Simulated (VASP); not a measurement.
# BaH (P1) in VASP: notebook

The runs below take BaH through single point, with PBE, PBEsol.

All numbers are computed with VASP 6.6.1; they aren't measurements. Logs are shortened: lines on timing, memory, paths and dates and some standing lists are left out, and cuts for length are marked.

### Step 1. The cell of the first run

The typed cell holds 2 atoms: a = 3.934 Å, b = 3.934 Å, c = 3.484 Å, α = 90.00°, β = 90.00°, γ = 90.00°.

### Step 2. Single point, PBE

Contents of INCAR:

```
SYSTEM = BaH
  PREC = Accurate
  ENCUT = 520
  EDIFF = 1E-6
  ISMEAR = 0
  SIGMA = 0.05
  LREAL = .False.
  LASPH = .True.
  NELM = 80
  ALGO = Normal
  ISIF = 2
  LWAVE = .False.
  LCHARG = .False.
  GGA = PE
  NBANDS = 12
```

Contents of KPOINTS:

```
regular mesh
0
Gamma
  5 5 6
  0 0 0
```

Contents of POSCAR:

```
BaH
1.0
    3.9336699600      0.0000000000      0.0000000000
    0.0000000000      3.9336699600      0.0000000000
    0.0000000000      0.0000000000      3.4838790800
Ba H
1 1
Direct
    0.5021170000      0.5159260000      0.0017980000
   -0.0087530000     -0.0048350000     -0.0072250000
```

Potentials or basis: VASP PAW PBE potentials, release 64 (Ba_sv, H).

Launch:

```
cat potpaw_PBE.64/Ba_sv/POTCAR potpaw_PBE.64/H/POTCAR > POTCAR
mpirun -np 1 vasp_std > vasp.out
```

OUTCAR:

```text
SYSTEM = BaH
   PREC = Accurate
   ENCUT = 520
   EDIFF = 1E-6
   ISMEAR = 0
   LREAL = .False.
   LASPH = .True.
   NELM = 80
   ISIF = 2
   GGA = PE

 ion  position               nearest neighbor table
   1  0.502  0.516  0.002-   2 2.69   2 2.76   2 2.81
   2  0.991  0.995  0.993-   1 2.69   1 2.76   1 2.81

  LATTYP: Found a simple tetragonal cell.
 ALAT       =     3.9336699600
 C/A-ratio  =     0.8856561723

  Lattice vectors:

 A1 = (   3.9336699600,   0.0000000000,   0.0000000000)
 A2 = (   0.0000000000,   3.9336699600,   0.0000000000)
 A3 = (   0.0000000000,   0.0000000000,   3.4838790800)

Analysis of symmetry for initial positions (statically):
=====================================================================
 Subroutine PRICEL returns:
 Original cell was already a primitive cell.

 Routine SETGRP: Setting up the symmetry group for a
 simple tetragonal supercell.

 Subroutine GETGRP returns: Found  1 space group operations
 (whereof  1 operations were pure point group operations)
 out of a pool of 16 trial point group operations.

The static configuration has the point symmetry C_1 .

Analysis of symmetry for dynamics (positions and initial velocities):
=====================================================================
 Subroutine PRICEL returns:
 Original cell was already a primitive cell.

 Routine SETGRP: Setting up the symmetry group for a
 simple tetragonal supercell.

 Subroutine GETGRP returns: Found  1 space group operations
 (whereof  1 operations were pure point group operations)
 out of a pool of 16 trial point group operations.

The dynamic configuration has the point symmetry C_1 .

 Subroutine INISYM returns: Found  1 space group operations
 (whereof  1 operations are pure point group operations),
 and found     1 'primitive' translations

----------------------------------------------------------------------------------------

                                     Primitive cell

  volume of cell :      53.9087

  direct lattice vectors                    reciprocal lattice vectors
     3.933669960  0.000000000  0.000000000     0.254215532  0.000000000  0.000000000
     0.000000000  3.933669960  0.000000000     0.000000000  0.254215532  0.000000000
     0.000000000  0.000000000  3.483879080     0.000000000  0.000000000  0.287036369

  length of vectors
     3.933669960  3.933669960  3.483879080     0.254215532  0.254215532  0.287036369

  position of ions in fractional coordinates (direct lattice)
     0.502117000  0.515926000  0.001798000
     0.991247000  0.995165000  0.992775000

  ion indices of the primitive-cell ions
   primitive index   ion index
                 1           1
                 2           2

----------------------------------------------------------------------------------------

 KPOINTS: regular mesh

Automatic generation of k-mesh.
 Grid dimensions read from file:
 generate k-points for:    5    5    6

 Generating k-lattice:

  Cartesian coordinates                     Fractional coordinates (reciprocal lattice)
     0.050843106  0.000000000  0.000000000     0.200000000  0.000000000  0.000000000
     0.000000000  0.050843106  0.000000000     0.000000000  0.200000000  0.000000000
     0.000000000  0.000000000  0.047839395     0.000000000  0.000000000  0.166666667

  Length of vectors
     0.050843106  0.050843106  0.047839395

  Shift w.r.t. Gamma in fractional coordinates (k-lattice)
     0.000000000  0.000000000  0.000000000

 Subroutine IBZKPT returns following result:
 ===========================================

 Found     76 irreducible k-points:

 Following reciprocal coordinates:
            Coordinates               Weight
  0.000000  0.000000  0.000000      1.000000
  0.200000  0.000000  0.000000      2.000000
  0.000000  0.200000  0.000000      2.000000
  0.400000  0.000000  0.000000      2.000000
  0.000000  0.400000  0.000000      2.000000
  0.200000  0.200000  0.000000      2.000000
[... 16 lines left out ...]
  0.200000  0.200000  0.166667      2.000000
 -0.200000  0.200000  0.166667      2.000000
 [... further k-points ...]
   k-points           NKPTS =     76   k-points in BZ     NKDIM =     76   number of bands    NBANDS=     12
   number of dos      NEDOS =    301   number of ions     NIONS =      2
   total plane-waves  NPLWV =  25200
   dimension x,y,z NGX =    30 NGY =   30 NGZ =   28
   dimension x,y,z NGXF=    60 NGYF=   60 NGZF=   56
   ions per type =               1   1
   NGX,Y,Z   is equivalent  to a cutoff of  12.68, 12.68, 13.36 a.u.
   NGXF,Y,Z  is equivalent  to a cutoff of  25.36, 25.36, 26.72 a.u.
 SYSTEM =  BaH
   PREC   = accura    normal or accurate (medium, high low for compatibility)
   ISTART =      0    job   : 0-new  1-cont  2-samecut
   ICHARG =      2    charge: 1-file 2-atom 10-const
   ISPIN  =      1    spin polarized calculation?
   LNONCOLLINEAR =      F non collinear calculations
   LSORBIT =      F    spin-orbit coupling
   LASPH  =      T    aspherical Exc in radial PAW
   ENCUT  =  520.0 eV  38.22 Ry    6.18 a.u.   7.31  7.31  6.48*2*pi/ulx,y,z
   NELM   =     80;   NELMIN=  2; NELMDL= -5     # of ELM steps
   EDIFF  = 0.1E-05   stopping-criterion for ELM
   LREAL  =      F    real-space projection
   EDIFFG = 0.1E-04   stopping-criterion for IOM
   NSW    =      0    number of steps for IOM
   IBRION =     -1    ionic relax: 0-MD 1-quasi-New 2-CG
   NFREE  =      0    steps in history (QN), initial steepest desc. (CG)
   ISIF   =      2    stress and relaxation
   ISYM   =      2    0-nonsym 1-usesym 2-fastsym
   POTIM  = 0.5000    time-step for ionic-motion
   TEBEG  =    0.0;   TEEND  =   0.0 temperature during run
   PSTRESS=    0.0 pullay stress
   NELECT =      11.0000    total number of electrons
   NUPDOWN=      -1.0000    fix difference up-down
   EMIN   =  10.00;   EMAX   =-10.00  energy-range for DOS
   EFERMI =   0.00;   METHOD = LEGACY
   ISMEAR =     0;   SIGMA  =   0.05  broadening in eV -4-tet -1-fermi 0-gaus
   EFERMI_NEDOS =   21; number of points for ismear=-14 and -15
   IALGO  =     38    algorithm
   IMIX   =      4    mixing-type and parameters
     AMIX     =   0.40;   BMIX     =  1.00
     AMIX_MAG =   1.60;   BMIX_MAG =  1.00
  volume/ion in A,a.u.               =      26.95       181.90
  Fermi-wavevector in a.u.,A,eV,Ry     =   0.963798  1.821314 12.638545  0.928907
  Thomas-Fermi vector in A             =   2.093375
   LORBIT       =      0    0 simple, 1 ext, 2 COOP (PROOUT), +10 PAW based schemes
   GGA     = PE    functional components
   LHFCALC =     F    Hartree Fock is set to
   AEXX    =    0.0000 exact exchange contribution
   IVDW    =     0    specifies the selected vdW correction
   LEPSILON=     F    determine dielectric tensor
   LRPA    =     F    only Hartree local field effects (RPA)
 non-spin polarized calculation
 Gauss-broadening in eV      SIGMA  =   0.05
  energy-cutoff  :      520.00
  volume of cell :       53.91
 maximum number of plane-waves:      1476
 NGX is ok and might be reduce to    30
   NGX = 15   NGY = 15   NGZ = 13

 number of electron      11.0000001 magnetization

 Free energy of the ion-electron system (eV)
  ---------------------------------------------------
  ext. energy  EPLUGINS =         0.00000000
  ---------------------------------------------------
  free energy    TOTEN  =        -5.21336172 eV

  energy without entropy =       -5.21208358  energy(sigma->0) =       -5.21272265

 E-fermi :   2.3551     XC(G=0):  -8.1616

 val. band max:        2.2402883900   @ k =   0.2000   0.0000   0.5000
 cond. band min:       2.3588030888   @ k =   0.0000   0.0000   0.0000
 fundamental gap:      0.1185146988
 Fermi energy:         2.3551364859

 k-point     1 :       0.0000    0.0000    0.0000
  band No.  band energies     occupation
      1     -26.6052      2.00000
      2     -11.4156      2.00000
      3     -11.4138      2.00000
      4     -10.9313      2.00000
      5      -2.3728      2.00000
      6       1.6949      2.00000
      7       2.3588      0.91740
      8       7.2874      0.00000
      9       7.7330      0.00000
     10       8.3656      0.00000
     11       8.3670      0.00000
     12       9.7014      0.00000

 k-point     2 :       0.2000    0.0000    0.0000
  band No.  band energies     occupation
      1     -26.5827      2.00000
      2     -11.7244      2.00000
      3     -11.3884      2.00000
      4     -10.9105      2.00000
      5      -1.7921      2.00000
      6       1.8397      2.00000
      7       2.7264      0.00000
      8       5.9024      0.00000
      9       6.6621      0.00000
     10       7.4284      0.00000
     11       8.4420      0.00000
     12       9.4934      0.00000

 k-point     3 :       0.0000    0.2000    0.0000
  band No.  band energies     occupation
      1     -26.5827      2.00000
      2     -11.7257      2.00000
      3     -11.3867      2.00000
      4     -10.9105      2.00000
      5      -1.7939      2.00000
      6       1.8402      2.00000
      7       2.7294      0.00000
      8       5.9373      0.00000
      9       6.6096      0.00000
     10       7.4275      0.00000
     11       8.4433      0.00000
     12       9.5089      0.00000

 k-point     4 :       0.4000    0.0000    0.0000
  band No.  band energies     occupation
      1     -26.5459      2.00000
      2     -12.1736      2.00000
      3     -11.3438      2.00000
      4     -10.8766      2.00000
      5      -0.6454      2.00000
      6       1.7851      2.00000
      7       2.6597      0.00000
      8       4.7953      0.00000
      9       6.4591      0.00000
     10       6.9514      0.00000
     11       8.5721      0.00000
     12       8.8744      0.00000

 k-point     5 :       0.0000    0.4000    0.0000
  band No.  band energies     occupation
      1     -26.5459      2.00000
      2     -12.1743      2.00000
      3     -11.3424      2.00000
      4     -10.8766      2.00000
      5      -0.6501      2.00000
      6       1.7889      2.00000
      7       2.6623      0.00000
      8       4.8034      0.00000
      9       6.4584      0.00000
     10       6.9270      0.00000
     11       8.5732      0.00000
     12       8.8811      0.00000
[... 228 lines left out ...]
      1     -26.4907      2.00000
      2     -12.1024      2.00000
      3     -11.3916      2.00000
      4     -11.2922      2.00000
      5      -0.4829      2.00000
      6       2.3845      0.40696
      7       3.3883      0.00000
      8       4.2371      0.00000
      9       5.0178      0.00000
     10       7.1249      0.00000
     11       8.0491      0.00000
     12      10.5375      0.00000

 k-point    22 :       0.0000   -0.4000    0.1667
  band No.  band energies     occupation
      1     -26.4907      2.00000
      2     -12.1032      2.00000
      3     -11.3916      2.00000
      4     -11.2908      2.00000
      5      -0.4871      2.00000
      6       2.3871      0.36574
      7       3.3903      0.00000
      8       4.2501      0.00000
      9       5.0050      0.00000
     10       7.1261      0.00000
     11       8.0384      0.00000
     12      10.5354      0.00000

 k-point    23 :       0.2000    0.2000    0.1667
  band No.  band energies     occupation
      1     -26.5053      2.00000
      2     -11.6546      2.00000
      3     -11.5951      2.00000
      4     -11.4074      2.00000
      5      -1.2477      2.00000
      6       2.9869      0.00000
      7       3.4673      0.00000
      8       4.6725      0.00000
      9       5.6657      0.00000
     10       6.0206      0.00000
     11       8.3395      0.00000
     12      11.2577      0.00000

 k-point    24 :      -0.2000    0.2000    0.1667
  band No.  band energies     occupation
      1     -26.5053      2.00000
      2     -11.6547      2.00000
      3     -11.5948      2.00000
      4     -11.4074      2.00000
      5      -1.2513      2.00000
      6       2.9853      0.00000
      7       3.4689      0.00000
      8       4.6895      0.00000
      9       5.6595      0.00000
     10       6.0206      0.00000
     11       8.3416      0.00000
     12      11.2030      0.00000

 [... further k-points ...]

------------------------ aborting loop because EDIFF is reached ----------------------------------------

  FORCE on cell =-STRESS in cart. coord.  units (eV):
  Direction    XX          YY          ZZ          XY          YZ          ZX
  --------------------------------------------------------------------------------------
  -------------------------------------------------------------------------------------
  Total       -0.9865323     -0.9968815      1.9367640      0.0374978     -0.0030298     -0.0016392
  in kB      -29.3199332    -29.6275132     57.5610066      1.1144420     -0.0900452     -0.0487176
  external PRESSURE =      -0.4621466 kB  Pullay stress =       0.0000000 kB

 VOLUME and BASIS-vectors are now :
 -----------------------------------------------------------------------------
  energy-cutoff  :      520.00
  volume of cell :       53.91
      direct lattice vectors                 reciprocal lattice vectors
     3.933669960  0.000000000  0.000000000     0.254215532  0.000000000  0.000000000
     0.000000000  3.933669960  0.000000000     0.000000000  0.254215532  0.000000000
     0.000000000  0.000000000  3.483879080     0.000000000  0.000000000  0.287036369

 POSITION                                       TOTAL-FORCE (eV/Angst)
 -----------------------------------------------------------------------------------
      1.97516      2.02948      0.00626        -0.045311     -0.083911     -0.022078
      3.89924      3.91465      3.45871         0.045311      0.083911      0.022078
 -----------------------------------------------------------------------------------
    total drift:                               -0.000055     -0.000091     -0.000011

  FREE ENERGIE OF THE ION-ELECTRON SYSTEM (eV)
  ---------------------------------------------------
  free  energy   TOTEN  =        -5.2133617176 eV

  energy  without entropy=       -5.2120835769  energy(sigma->0) =       -5.21272265
```

It took 22 s on 1 thread of Intel Xeon 6975P-C, shared host; peak memory 0.2 GiB.

What came out:

| Item | Value |
| --- | --- |
| Free energy | -5.2134 eV |
| Pressure | 0.0 GPa |
| Largest force | 0.098 eV/Å |

Forces on the atoms (eV/Å):
```
Ba  -0.045 -0.084 -0.022
H    0.045  0.084  0.022
```

Stress tensor (GPa, compression positive):
```
-2.93  0.11  0.00
 0.11 -2.96 -0.01
 0.00 -0.01  5.76
```

Caveat: spin-orbit coupling is left out, which moves the levels of the heavy elements.

[end of part 1 of 2]
